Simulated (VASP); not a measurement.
# Na (P6_3/mmc) in VASP: single point with PBEsol

Aim: the single point of Na with PBEsol.

Everything below comes from runs of VASP 6.6.1. Logs are shortened: lines on timing, memory, paths and dates and some standing lists are left out, and cuts for length are marked.

### 1 The cell of the first run

Symmetry: P6_3/mmc, No. 194, hexagonal system. The conventional cell has a = 4.567 Å, b = 4.567 Å, c = 15.197 Å, α = 90.00°, β = 90.00°, γ = 120.00°.

### 2 Single point, PBEsol (Cs replaced by Na, lengths x 0.808, strained)

INCAR

```
ALGO     = Normal         # electronic algorithm
EDIFF    = 1E-6           # SCF threshold, eV
ENCUT    = 520            # plane-wave cutoff, eV
GGA      = PS             # functional
ISIF     = 2              # what is computed and relaxed
ISMEAR   = 0              # smearing method
LASPH    = True           # aspherical terms in the spheres
LCHARG   = False          # write CHGCAR
LREAL    = False          # projectors in reciprocal space
LWAVE    = False          # write WAVECAR
NBANDS   = 22             # bands
NELM     = 80             # most SCF steps
PREC     = Accurate       # precision mode
SIGMA    = 0.1            # smearing width, eV
```

KPOINTS

```
k-points
0
Gamma
  6 6 2
```

POSCAR

```
Na
1.0
    4.5668139295      0.0000000000      0.0000000000
   -2.2834069648      3.9549768773      0.0000000000
    0.0000000000      0.0000000000     15.1969056676
Na
4
Direct
    0.0000000000      0.0000000000      0.0000000000
    0.3333333300      0.6666666700      0.2500000000
    0.0000000000      0.0000000000      0.5000000000
    0.6666666700      0.3333333300      0.7500000000
```

Potentials or basis: VASP PAW PBE potentials, release 64 (Na_pv).

Run with:

```
cat potpaw_PBE.64/Na_pv/POTCAR > POTCAR
mpirun -np 1 vasp_std > vasp.out
```

OUTCAR:

```text
EDIFF = 1E-6
   ENCUT = 520
   GGA = PS
   ISIF = 2
   ISMEAR = 0
   LASPH = True
   LREAL = False
   NELM = 80
   PREC = Accurate

 ion  position               nearest neighbor table
   1  0.000  0.000  0.000-
   2  0.333  0.667  0.250-
   3  0.000  0.000  0.500-
   4  0.667  0.333  0.750-

  LATTYP: Found a hexagonal cell.
 ALAT       =     4.5668139295
 C/A-ratio  =     3.3276822534

  Lattice vectors:

 A1 = (   4.5668139295,   0.0000000000,   0.0000000000)
 A2 = (  -2.2834069648,   3.9549768773,   0.0000000000)
 A3 = (   0.0000000000,   0.0000000000,  15.1969056676)

Analysis of symmetry for initial positions (statically):
=====================================================================
 Subroutine PRICEL returns:
 Original cell was already a primitive cell.

 Routine SETGRP: Setting up the symmetry group for a
 hexagonal supercell.

 Subroutine GETGRP returns: Found 24 space group operations
 (whereof 12 operations were pure point group operations)
 out of a pool of 24 trial point group operations.

The static configuration has the point symmetry D_3d.
 The point group associated with its full space group is D_6h.

Analysis of symmetry for dynamics (positions and initial velocities):
=====================================================================
 Subroutine PRICEL returns:
 Original cell was already a primitive cell.

 Routine SETGRP: Setting up the symmetry group for a
 hexagonal supercell.

 Subroutine GETGRP returns: Found 24 space group operations
 (whereof 12 operations were pure point group operations)
 out of a pool of 24 trial point group operations.

The dynamic configuration has the point symmetry D_3d.
 The point group associated with its full space group is D_6h.

 Subroutine INISYM returns: Found 24 space group operations
 (whereof 12 operations are pure point group operations),
 and found     1 'primitive' translations

----------------------------------------------------------------------------------------

                                     Primitive cell

  volume of cell :     274.4811

  direct lattice vectors                    reciprocal lattice vectors
     4.566813930  0.000000000  0.000000000     0.218971041  0.126422989  0.000000000
    -2.283406965  3.954976877  0.000000000     0.000000000  0.252845979  0.000000000
     0.000000000  0.000000000 15.196905668     0.000000000  0.000000000  0.065802869

  length of vectors
     4.566813930  4.566813930 15.196905668     0.252845979  0.252845979  0.065802869

  position of ions in fractional coordinates (direct lattice)
     0.000000000  0.000000000  0.000000000
     0.333333330  0.666666670  0.250000000
     0.000000000  0.000000000  0.500000000
     0.666666670  0.333333330  0.750000000

  ion indices of the primitive-cell ions
   primitive index   ion index
                 1           1
                 2           2
                 3           3
                 4           4

----------------------------------------------------------------------------------------

 KPOINTS: k-points

Automatic generation of k-mesh.
 Grid dimensions read from file:
 generate k-points for:    6    6    2

 Generating k-lattice:

  Cartesian coordinates                     Fractional coordinates (reciprocal lattice)
     0.036495173  0.021070498  0.000000000     0.166666667  0.000000000  0.000000000
     0.000000000  0.042140996  0.000000000     0.000000000  0.166666667  0.000000000
     0.000000000  0.000000000  0.032901435     0.000000000  0.000000000  0.500000000

  Length of vectors
     0.042140996  0.042140996  0.032901435

  Shift w.r.t. Gamma in fractional coordinates (k-lattice)
     0.000000000  0.000000000  0.000000000

 Subroutine IBZKPT returns following result:
 ===========================================

 Found     14 irreducible k-points:

 Following reciprocal coordinates:
            Coordinates               Weight
  0.000000  0.000000  0.000000      1.000000
  0.166667  0.000000  0.000000      6.000000
  0.333333 -0.000000  0.000000      6.000000
  0.500000 -0.000000  0.000000      3.000000
  0.166667  0.166667  0.000000      6.000000
  0.333333  0.166667  0.000000     12.000000
  0.333333  0.333333  0.000000      2.000000
  0.000000  0.000000  0.500000      1.000000
  0.166667  0.000000  0.500000      6.000000
  0.333333 -0.000000  0.500000      6.000000
  0.500000 -0.000000  0.500000      3.000000
  0.166667  0.166667  0.500000      6.000000
  0.333333  0.166667  0.500000     12.000000
  0.333333  0.333333  0.500000      2.000000
   k-points           NKPTS =     14   k-points in BZ     NKDIM =     14   number of bands    NBANDS=     22
   number of dos      NEDOS =    301   number of ions     NIONS =      4
   total plane-waves  NPLWV = 155520
   dimension x,y,z NGX =    36 NGY =   36 NGZ =  120
   dimension x,y,z NGXF=    72 NGYF=   72 NGZF=  240
   ions per type =               4
   NGX,Y,Z   is equivalent  to a cutoff of  13.11, 13.11, 13.13 a.u.
   NGXF,Y,Z  is equivalent  to a cutoff of  26.21, 26.21, 26.25 a.u.
 SYSTEM =  unknown system
   PREC   = accura    normal or accurate (medium, high low for compatibility)
   ISTART =      0    job   : 0-new  1-cont  2-samecut
   ICHARG =      2    charge: 1-file 2-atom 10-const
   ISPIN  =      1    spin polarized calculation?
   LNONCOLLINEAR =      F non collinear calculations
   LSORBIT =      F    spin-orbit coupling
   LASPH  =      T    aspherical Exc in radial PAW
   ENCUT  =  520.0 eV  38.22 Ry    6.18 a.u.   8.49  8.49 28.26*2*pi/ulx,y,z
   NELM   =     80;   NELMIN=  2; NELMDL= -5     # of ELM steps
   EDIFF  = 0.1E-05   stopping-criterion for ELM
   LREAL  =      F    real-space projection
   EDIFFG = 0.1E-04   stopping-criterion for IOM
   NSW    =      0    number of steps for IOM
   IBRION =     -1    ionic relax: 0-MD 1-quasi-New 2-CG
   NFREE  =      0    steps in history (QN), initial steepest desc. (CG)
   ISIF   =      2    stress and relaxation
   ISYM   =      2    0-nonsym 1-usesym 2-fastsym
   POTIM  = 0.5000    time-step for ionic-motion
   TEBEG  =    0.0;   TEEND  =   0.0 temperature during run
   PSTRESS=    0.0 pullay stress
   NELECT =      28.0000    total number of electrons
   NUPDOWN=      -1.0000    fix difference up-down
   EMIN   =  10.00;   EMAX   =-10.00  energy-range for DOS
   EFERMI =   0.00;   METHOD = LEGACY
   ISMEAR =     0;   SIGMA  =   0.10  broadening in eV -4-tet -1-fermi 0-gaus
   EFERMI_NEDOS =   21; number of points for ismear=-14 and -15
   IALGO  =     38    algorithm
   IMIX   =      4    mixing-type and parameters
     AMIX     =   0.40;   BMIX     =  1.00
     AMIX_MAG =   1.60;   BMIX_MAG =  1.00
  volume/ion in A,a.u.               =      68.62       463.07
  Fermi-wavevector in a.u.,A,eV,Ry     =   0.764933  1.445514  7.961074  0.585122
  Thomas-Fermi vector in A             =   1.864943
   LORBIT       =      0    0 simple, 1 ext, 2 COOP (PROOUT), +10 PAW based schemes
   GGA     = PS    functional components
   LHFCALC =     F    Hartree Fock is set to
   AEXX    =    0.0000 exact exchange contribution
   IVDW    =     0    specifies the selected vdW correction
   LEPSILON=     F    determine dielectric tensor
   LRPA    =     F    only Hartree local field effects (RPA)
 non-spin polarized calculation
 Gauss-broadening in eV      SIGMA  =   0.10
  energy-cutoff  :      520.00
  volume of cell :      274.48
 maximum number of plane-waves:      7472
 NGX is ok and might be reduce to    36
   NGX = 17   NGY = 17   NGZ = 57

 number of electron      27.9999972 magnetization

 Free energy of the ion-electron system (eV)
  ---------------------------------------------------
  ext. energy  EPLUGINS =         0.00000000
  ---------------------------------------------------
  free energy    TOTEN  =        -4.58228752 eV

  energy without entropy =       -4.57456062  energy(sigma->0) =       -4.57842407

 E-fermi :  -0.9964     XC(G=0):  -5.0945

 val. band max:       -1.1055592107   @ k =   0.3333   0.1667   0.5000
 cond. band min:      -0.8719050925   @ k =   0.1667   0.1667   0.5000
 fundamental gap:      0.2336541181
 Fermi energy:        -0.9963869369

 k-point     1 :       0.0000    0.0000    0.0000
  band No.  band energies     occupation
      1     -26.3966      2.00000
      2     -26.3957      2.00000
      3     -26.3944      2.00000
      4     -26.3944      2.00000
      5     -26.3944      2.00000
      6     -26.3944      2.00000
[... 14 lines left out ...]
     21       5.9898      0.00000
     22       6.0765      0.00000

 k-point     2 :       0.1667    0.0000    0.0000
  band No.  band energies     occupation
      1     -26.3964      2.00000
      2     -26.3957      2.00000
      3     -26.3952      2.00000
      4     -26.3950      2.00000
      5     -26.3946      2.00000
      6     -26.3946      2.00000
[... 14 lines left out ...]
     21       4.0743      0.00000
     22       4.0951      0.00000

 k-point     3 :       0.3333   -0.0000    0.0000
  band No.  band energies     occupation
      1     -26.3964      2.00000
      2     -26.3962      2.00000
      3     -26.3961      2.00000
      4     -26.3958      2.00000
      5     -26.3950      2.00000
      6     -26.3949      2.00000
[... 14 lines left out ...]
     21       3.5851      0.00000
     22       3.5917      0.00000
[... 226 lines left out ...]
 k-point    13 :       0.3333    0.1667    0.5000
  band No.  band energies     occupation
      1     -26.3966      2.00000
      2     -26.3966      2.00000
      3     -26.3960      2.00000
      4     -26.3960      2.00000
      5     -26.3954      2.00000
      6     -26.3954      2.00000
[... 14 lines left out ...]
     21       2.0573      0.00000
     22       2.0573      0.00000

 k-point    14 :       0.3333    0.3333    0.5000
  band No.  band energies     occupation
      1     -26.3962      2.00000
      2     -26.3962      2.00000
      3     -26.3962      2.00000
      4     -26.3962      2.00000
      5     -26.3957      2.00000
      6     -26.3957      2.00000
[... 14 lines left out ...]
     21       1.4734      0.00000
     22       1.4734      0.00000

------------------------ aborting loop because EDIFF is reached ----------------------------------------

  FORCE on cell =-STRESS in cart. coord.  units (eV):
  Direction    XX          YY          ZZ          XY          YZ          ZX
  --------------------------------------------------------------------------------------
  -------------------------------------------------------------------------------------
  Total       -2.4685490     -2.4685490     -3.1288486      0.0000000      0.0000000     -0.0000000
  in kB      -14.4092010    -14.4092010    -18.2634448      0.0000000      0.0000000     -0.0000000
  external PRESSURE =     -15.6939489 kB  Pullay stress =       0.0000000 kB

 VOLUME and BASIS-vectors are now :
 -----------------------------------------------------------------------------
  energy-cutoff  :      520.00
  volume of cell :      274.48
      direct lattice vectors                 reciprocal lattice vectors
     4.566813930  0.000000000  0.000000000     0.218971041  0.126422989  0.000000000
    -2.283406965  3.954976877  0.000000000     0.000000000  0.252845979  0.000000000
     0.000000000  0.000000000 15.196905668     0.000000000  0.000000000  0.065802869

 POSITION                                       TOTAL-FORCE (eV/Angst)
 -----------------------------------------------------------------------------------
      0.00000      0.00000      0.00000         0.000000      0.000000      0.000000
     -0.00000      2.63665      3.79923        -0.000000     -0.000000     -0.000000
      0.00000      0.00000      7.59845         0.000000      0.000000      0.000000
      2.28341      1.31833     11.39768        -0.000000     -0.000000      0.000000
 -----------------------------------------------------------------------------------
    total drift:                                0.000000      0.000000      0.000000

  FREE ENERGIE OF THE ION-ELECTRON SYSTEM (eV)
  ---------------------------------------------------
  free  energy   TOTEN  =        -4.5822875164 eV

  energy  without entropy=       -4.5745606206  energy(sigma->0) =       -4.57842407
```

It took 1.8 min on 1 thread of Intel Xeon Platinum 8375C at 2.90GHz (Ice Lake), shared host; peak memory 0.39 GiB.

What came out:

```
Free energy            : -4.5823 eV
Pressure               : -1.6 GPa
Band gap on the k mesh : zero (band 14 reaches 0.17 eV, above the bottom of band 15 at -2.49 eV)
```

Stress tensor (GPa, compression positive):
```
-1.44  0.00  0.00
 0.00 -1.44  0.00
 0.00  0.00 -1.83
```

Levels at points of the mesh, in eV from the Fermi level:
| k point | band 10 | band 11 | band 12 | band 13 | band 14 | band 15 | band 16 | band 17 | band 18 | band 19 |
| --- | --- | --- | --- | --- | --- | --- | --- | --- | --- | --- |
| (0.00, 0.00, 0.00) | -25.40 | -25.40 | -25.40 | -2.16 | -1.50 | -1.50 | 0.39 | 0.53 | 3.65 | 3.65 |
| (0.50, 0.00, 0.00) | -25.40 | -25.40 | -25.40 | 0.23 | 0.29 | 0.86 | 0.91 | 0.91 | 0.97 | 2.79 |
| (0.00, 0.00, 0.50) | -25.40 | -25.40 | -25.40 | -1.99 | -1.99 | -0.68 | -0.68 | 1.91 | 1.91 | 5.66 |
| (0.50, 0.00, 0.50) | -25.40 | -25.40 | -25.40 | 0.38 | 0.38 | 0.47 | 0.47 | 1.65 | 1.65 | 1.78 |

Caveat: the cell differs from its parent crystal (Cs replaced by Na, lengths x 0.808, strained); the PAW data sets were made with another functional, which shifts forces and pressure a little.
